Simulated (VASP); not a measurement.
# Ag (P6/mmm) in VASP: notebook, part 2 of 2

VASP 6.6.1. The steps go on from the part before.

### Step 3. Single point, PBE

This run uses another cell than the first one, of 18.25 Å³/atom, 0.893 times its volume.

INCAR

```
SYSTEM = Ag
PREC = Accurate
ENCUT = 520
EDIFF = 1E-7
ISMEAR = -1
SIGMA = 0.1
LREAL = .FALSE.
LASPH = .TRUE.
NELM = 100
ALGO = Normal
ISIF = 2
LWAVE = .FALSE.
LCHARG = .FALSE.
GGA = PE
NBANDS = 24
```

KPOINTS

```
Automatic mesh
0
G
  10 10 15
  0 0 0
```

POSCAR

```
Ag
1.0
    4.7260095835      0.0000000000      0.0000000000
   -2.3630047918      4.0928443579      0.0000000000
    0.0000000000      0.0000000000      2.8308245191
Ag
3
Direct
    0.0000000000      1.0000000000      0.0000000000
    0.3333333333      0.6666666667      0.5000000000
    0.6666666667      0.3333333333      0.5000000000
```

Potentials or basis: VASP PAW PBE potentials, release 64 (Ag).

Command:

```console
> cat potpaw_PBE.64/Ag/POTCAR > POTCAR
> mpirun -np 1 vasp_std > vasp.out
```

OUTCAR:

```text
SYSTEM = Ag
   PREC = Accurate
   ENCUT = 520
   EDIFF = 1E-7
   ISMEAR = -1
   LREAL = .FALSE.
   LASPH = .TRUE.
   NELM = 100
   ISIF = 2
   GGA = PE

 ion  position               nearest neighbor table
   1  0.000  0.000  0.000-   2 3.07   3 3.07   2 3.07   3 3.07   3 3.07   3 3.07   2 3.07   2 3.07
                             3 3.07   3 3.07   2 3.07   2 3.07
   2  0.333  0.667  0.500-   3 2.73   3 2.73   3 2.73   1 3.07   1 3.07   1 3.07   1 3.07   1 3.07
                             1 3.07
   3  0.667  0.333  0.500-   2 2.73   2 2.73   2 2.73   1 3.07   1 3.07   1 3.07   1 3.07   1 3.07
                             1 3.07

  LATTYP: Found a hexagonal cell.
 ALAT       =     4.7260095835
 C/A-ratio  =     0.5989883154

  Lattice vectors:

 A1 = (   4.7260095835,   0.0000000000,   0.0000000000)
 A2 = (  -2.3630047918,   4.0928443579,   0.0000000000)
 A3 = (   0.0000000000,   0.0000000000,   2.8308245191)

Analysis of symmetry for initial positions (statically):
=====================================================================
 Subroutine PRICEL returns:
 Original cell was already a primitive cell.

 Routine SETGRP: Setting up the symmetry group for a
 hexagonal supercell.

 Subroutine GETGRP returns: Found 24 space group operations
 (whereof 24 operations were pure point group operations)
 out of a pool of 24 trial point group operations.

The static configuration has the point symmetry D_6h.

Analysis of symmetry for dynamics (positions and initial velocities):
=====================================================================
 Subroutine PRICEL returns:
 Original cell was already a primitive cell.

 Routine SETGRP: Setting up the symmetry group for a
 hexagonal supercell.

 Subroutine GETGRP returns: Found 24 space group operations
 (whereof 24 operations were pure point group operations)
 out of a pool of 24 trial point group operations.
[... 118 lines left out ...]
   ISMEAR =    -1;   SIGMA  =   0.10  broadening in eV -4-tet -1-fermi 0-gaus
   EFERMI_NEDOS =   21; number of points for ismear=-14 and -15
   IALGO  =     38    algorithm
   IMIX   =      4    mixing-type and parameters
     AMIX     =   0.40;   BMIX     =  1.00
     AMIX_MAG =   1.60;   BMIX_MAG =  1.00
  volume/ion in A,a.u.               =      18.25       123.17
  Fermi-wavevector in a.u.,A,eV,Ry     =   1.382829  2.613168 26.017288  1.912217
  Thomas-Fermi vector in A             =   2.507484
   LORBIT       =      0    0 simple, 1 ext, 2 COOP (PROOUT), +10 PAW based schemes
   GGA     = PE    functional components
   LHFCALC =     F    Hartree Fock is set to
   AEXX    =    0.0000 exact exchange contribution
   IVDW    =     0    specifies the selected vdW correction
   LEPSILON=     F    determine dielectric tensor
   LRPA    =     F    only Hartree local field effects (RPA)
 non-spin polarized calculation
  energy-cutoff  :      520.00
  volume of cell :       54.76
 maximum number of plane-waves:      1504
 NGX is ok and might be reduce to    36
   NGX = 17   NGY = 17   NGZ = 11

 number of electron      32.9999993 magnetization

 Free energy of the ion-electron system (eV)
  ---------------------------------------------------
  ext. energy  EPLUGINS =         0.00000000
  ---------------------------------------------------
  free energy    TOTEN  =        -7.97799312 eV

  energy without entropy =       -7.95204769  energy(sigma->0) =       -7.96502040

 E-fermi :   7.5681     XC(G=0): -11.7987

 val. band max:        7.5552236337   @ k =   0.3000   0.2000   0.2000
 cond. band min:       7.6054421022   @ k =   0.3000   0.1000   0.0000
 fundamental gap:      0.0502184686
 Fermi energy:         7.5680610251

 k-point     1 :       0.0000    0.0000    0.0000
  band No.  band energies     occupation
      1       0.2398      2.00000
      2       1.5333      2.00000
      3       2.5189      2.00000
      4       2.6840      2.00000
      5       2.7621      2.00000
      6       2.7621      2.00000
[... 637 lines left out ...]
     23      20.7312      0.00000
     24      21.3031      0.00000

 [... further k-points ...]

------------------------ aborting loop because EDIFF is reached ----------------------------------------

  FORCE on cell =-STRESS in cart. coord.  units (eV):
  Direction    XX          YY          ZZ          XY          YZ          ZX
  --------------------------------------------------------------------------------------
  -------------------------------------------------------------------------------------
  Total       -0.0481415     -0.0481415     -0.0501360      0.0000000      0.0000000     -0.0000000
  in kB       -1.4086320     -1.4086320     -1.4669922      0.0000000      0.0000000     -0.0000000
  external PRESSURE =      -1.4280854 kB  Pullay stress =       0.0000000 kB

 VOLUME and BASIS-vectors are now :
 -----------------------------------------------------------------------------
  energy-cutoff  :      520.00
  volume of cell :       54.76
      direct lattice vectors                 reciprocal lattice vectors
     4.726009583  0.000000000  0.000000000     0.211595000  0.122164430  0.000000000
    -2.363004792  4.092844358  0.000000000     0.000000000  0.244328861  0.000000000
     0.000000000  0.000000000  2.830824519     0.000000000  0.000000000  0.353253970

 POSITION                                       TOTAL-FORCE (eV/Angst)
 -----------------------------------------------------------------------------------
      0.00000      0.00000      0.00000        -0.000000      0.000000     -0.000000
     -0.00000      2.72856      1.41541         0.000000      0.000000      0.000000
      2.36300      1.36428      1.41541        -0.000000     -0.000000     -0.000000
 -----------------------------------------------------------------------------------
    total drift:                                0.000000      0.000000     -0.000000

  FREE ENERGIE OF THE ION-ELECTRON SYSTEM (eV)
  ---------------------------------------------------
  free  energy   TOTEN  =        -7.9779931159 eV

  energy  without entropy=       -7.9520476882  energy(sigma->0) =       -7.96502040
```

stdout:

```text
POSCAR found type information on POSCAR Ag
 POSCAR found :  1 types and       3 ions
 scaLAPACK will be used
 LDA part: xc-table for (Slater+PW92), standard interpolation
 POSCAR, INCAR and KPOINTS ok, starting setup
 FFT: planning ... GRIDC
 FFT: planning ... GRID_SOFT
 FFT: planning ... GRID
 WAVECAR not read
 entering main loop
```

Wall time 69 s (1 thread of Intel Xeon Platinum 8488C (Sapphire Rapids), shared host); peak memory 0.25 GiB.

What came out:

| Property | Result |
| --- | --- |
| Free energy | -7.9780 eV |
| Pressure | -0.1 GPa |

Levels at points of the mesh, in eV from the Fermi level:
```
           k point  band 13  band 14  band 15  band 16  band 17  band 18  band 19  band 20
(0.00, 0.00, 0.00)    -3.85    -3.85    -2.92    -2.92     4.40     4.40     4.40     4.40
(0.50, 0.00, 0.00)    -3.18    -3.17    -3.07    -2.86    -2.68    -0.03     3.59    11.45
```
